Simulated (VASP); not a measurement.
# Fe (P6_3/mmc) in VASP: single point with LDA

Aim: the single point of Fe with LDA.

Everything below comes from runs of VASP 6.6.1. Logs are shortened: lines on timing, memory, paths and dates and some standing lists are left out, and cuts for length are marked.

## (1) The cell of the first run

It takes space group P6_3/mmc (No. 194, hexagonal). Conventional cell: a = 2.347 Å, b = 2.347 Å, c = 3.797 Å, α = 90.00°, β = 90.00°, γ = 120.00°. Within 3.1 Å of Fe (site symmetry -6m2) lie 12 Fe at 2.33 to 2.35 Å.

This isn't the form of Fe at room conditions, which is bcc.

## (2) Single point, LDA, collinear spin, ferromagnetic start

INCAR reads:

```
ALGO = Normal ; EDIFF = 1E-7
ENCUT = 520 ; GGA = CA
ISIF = 2 ; ISMEAR = -1
ISPIN = 2 ; LASPH = T
LCHARG = F ; LMAXMIX = 4
LORBIT = 11 ; LREAL = F
LWAVE = F ; MAGMOM = 3 3
NBANDS = 19 ; NELM = 150
PREC = Accurate ; SIGMA = 0.1
```

KPOINTS reads:

```
k-points
0
Gamma
  18 18 7
```

POSCAR reads:

```
Fe
1.0
    2.3470000000      0.0000000000      0.0000000000
   -1.1735000000      2.0325616227      0.0000000000
    0.0000000000      0.0000000000      3.7970000000
Fe
2
Direct
    0.3333333333      0.6666666667      0.2500000000
    0.6666666667      0.3333333333      0.7500000000
```

Potentials or basis: VASP PAW LDA potentials, release 64 (Fe).

Launch:

```bash
cat potpaw_LDA.64/Fe/POTCAR > POTCAR
mpirun -np 1 vasp_std > vasp.out
```

OUTCAR:

```text
EDIFF = 1E-7
   ENCUT = 520
   GGA = CA
   ISIF = 2
   ISMEAR = -1
   ISPIN = 2
   LASPH = T
   LORBIT = 11
   LREAL = F
   NELM = 150
   PREC = Accurate

 ion  position               nearest neighbor table
   1  0.333  0.667  0.250-   2 2.33   2 2.33   2 2.33   2 2.33   2 2.33   2 2.33
   2  0.667  0.333  0.750-   1 2.33   1 2.33   1 2.33   1 2.33   1 2.33   1 2.33

  LATTYP: Found a hexagonal cell.
 ALAT       =     2.3470000000
 C/A-ratio  =     1.6178099702

  Lattice vectors:

 A1 = (   2.3470000000,   0.0000000000,   0.0000000000)
 A2 = (  -1.1735000000,   2.0325616227,   0.0000000000)
 A3 = (   0.0000000000,   0.0000000000,   3.7970000000)

Analysis of symmetry for initial positions (statically):
=====================================================================
 Subroutine PRICEL returns:
 Original cell was already a primitive cell.

 Routine SETGRP: Setting up the symmetry group for a
 hexagonal supercell.

 Subroutine GETGRP returns: Found 24 space group operations
 (whereof 12 operations were pure point group operations)
 out of a pool of 24 trial point group operations.

The static configuration has the point symmetry D_3d.
 The point group associated with its full space group is D_6h.

Analysis of symmetry for dynamics (positions and initial velocities):
=====================================================================
 Subroutine PRICEL returns:
 Original cell was already a primitive cell.

 Routine SETGRP: Setting up the symmetry group for a
 hexagonal supercell.

 Subroutine GETGRP returns: Found 24 space group operations
 (whereof 12 operations were pure point group operations)
 out of a pool of 24 trial point group operations.

The dynamic configuration has the point symmetry D_3d.
 The point group associated with its full space group is D_6h.

Analysis of structural, dynamic, and magnetic symmetry:
=====================================================================
 Subroutine PRICEL returns:
 Original cell was already a primitive cell.

 Routine SETGRP: Setting up the symmetry group for a
 hexagonal supercell.

 Subroutine GETGRP returns: Found 24 space group operations
 (whereof 12 operations were pure point group operations)
 out of a pool of 24 trial point group operations.

The overall configuration has the point symmetry D_3d.
 The point group associated with its full space group is D_6h.

 Subroutine INISYM returns: Found 24 space group operations
 (whereof 12 operations are pure point group operations),
 and found     1 'primitive' translations

[... 118 lines left out ...]
   LORBIT       =     11    0 simple, 1 ext, 2 COOP (PROOUT), +10 PAW based schemes
   GGA     = CA    functional components
   LHFCALC =     F    Hartree Fock is set to
   AEXX    =    0.0000 exact exchange contribution
   IVDW    =     0    specifies the selected vdW correction
   LEPSILON=     F    determine dielectric tensor
   LRPA    =     F    only Hartree local field effects (RPA)
 spin polarized calculation
  energy-cutoff  :      520.00
  volume of cell :       18.11
 maximum number of plane-waves:       513
 NGX is ok and might be reduce to    18
   NGX =  9   NGY =  9   NGZ = 15

 number of electron      15.9999993 magnetization      -0.0006651

 number of electron      15.9999993 magnetization       0.0000771

 Free energy of the ion-electron system (eV)
  ---------------------------------------------------
  ext. energy  EPLUGINS =         0.00000000
  ---------------------------------------------------
  free energy    TOTEN  =       -18.79035626 eV

  energy without entropy =      -18.71611379  energy(sigma->0) =      -18.75323502

 E-fermi :   8.2133     XC(G=0): -14.7710

 val. band max:        8.2130188300   @ k =   0.3333   0.2222   0.2857
 cond. band min:       8.2190239121   @ k =   0.1667   0.1667   0.0000
 fundamental gap:      0.0060050821
 Fermi energy:         8.2133155408

 spin component 1

 k-point     1 :       0.0000    0.0000    0.0000
  band No.  band energies     occupation
      1      -1.3326      1.00000
      2       2.5192      1.00000
      3       6.2104      1.00000
      4       6.2482      1.00000
      5       6.2482      1.00000
      6       6.7674      1.00000
[... 517 lines left out ...]
     18      31.0224      0.00000
     19      34.8086      0.00000

 [... further k-points ...]

 spin component 2

 k-point     1 :       0.0000    0.0000    0.0000
  band No.  band energies     occupation
      1      -1.3326      1.00000
      2       2.5192      1.00000
      3       6.2104      1.00000
      4       6.2482      1.00000
      5       6.2482      1.00000
      6       6.7675      1.00000
[... 517 lines left out ...]
     18      31.0224      0.00000
     19      34.8087      0.00000

 [... further k-points ...]

------------------------ aborting loop because EDIFF is reached ----------------------------------------

  FORCE on cell =-STRESS in cart. coord.  units (eV):
  Direction    XX          YY          ZZ          XY          YZ          ZX
  --------------------------------------------------------------------------------------
  -------------------------------------------------------------------------------------
  Total        2.8290955      2.8290955      1.3748847      0.0000000      0.0000000      0.0000000
  in kB      250.2423368    250.2423368    121.6128464      0.0000000      0.0000000      0.0000000
  external PRESSURE =     207.3658400 kB  Pullay stress =       0.0000000 kB

 VOLUME and BASIS-vectors are now :
 -----------------------------------------------------------------------------
  energy-cutoff  :      520.00
  volume of cell :       18.11
      direct lattice vectors                 reciprocal lattice vectors
     2.347000000  0.000000000  0.000000000     0.426075841  0.245995002  0.000000000
    -1.173500000  2.032561623  0.000000000     0.000000000  0.491990004  0.000000000
     0.000000000  0.000000000  3.797000000     0.000000000  0.000000000  0.263365815

 POSITION                                       TOTAL-FORCE (eV/Angst)
 -----------------------------------------------------------------------------------
     -0.00000      1.35504      0.94925         0.000000      0.000000      0.000000
      1.17350      0.67752      2.84775        -0.000000      0.000000      0.000000
 -----------------------------------------------------------------------------------
    total drift:                                0.000000     -0.000000     -0.000000

  FREE ENERGIE OF THE ION-ELECTRON SYSTEM (eV)
  ---------------------------------------------------
  free  energy   TOTEN  =       -18.7903562594 eV

  energy  without entropy=      -18.7161137895  energy(sigma->0) =      -18.75323502

 total charge

# of ion       s       p       d       tot
------------------------------------------
    1        0.600   0.762   6.488   7.849
    2        0.600   0.762   6.488   7.849
--------------------------------------------------
tot          1.200   1.523  12.976  15.698

 magnetization (x)

# of ion       s       p       d       tot
------------------------------------------
    1       -0.000  -0.000   0.000   0.000
    2       -0.000  -0.000   0.000   0.000
--------------------------------------------------
tot         -0.000  -0.000   0.000   0.000
```

Wall time 2.4 min (1 thread of Intel Xeon 8259CL, shared host); peak memory 0.18 GiB.

What came out:

- Free energy: -18.7904 eV
- Pressure: 20.7 GPa
- Band gap on the k mesh: zero (filled and empty bands overlap)
- Net moment: 0.00 μB per cell
- Valence electrons inside the program's atomic spheres: Fe 7.85

Levels at points of the mesh, in eV from the Fermi level:
Spin up:
```
           k point  band 5  band 6  band 7  band 8  band 9  band 10  band 11  band 12
(0.00, 0.00, 0.00)   -1.97   -1.45   -1.45   -0.88   -0.88     0.36     0.85     0.85
(0.50, 0.00, 0.00)   -2.15   -1.89   -1.36    1.08    1.24     1.32     3.20     5.67
```
Spin down:
| k point | band 5 | band 6 | band 7 | band 8 | band 9 | band 10 | band 11 | band 12 |
| --- | --- | --- | --- | --- | --- | --- | --- | --- |
| (0.00, 0.00, 0.00) | -1.97 | -1.45 | -1.45 | -0.88 | -0.88 | 0.36 | 0.85 | 0.85 |
| (0.50, 0.00, 0.00) | -2.15 | -1.89 | -1.36 | 1.08 | 1.24 | 1.32 | 3.20 | 5.67 |

Caveat: the cell stands under pressure.
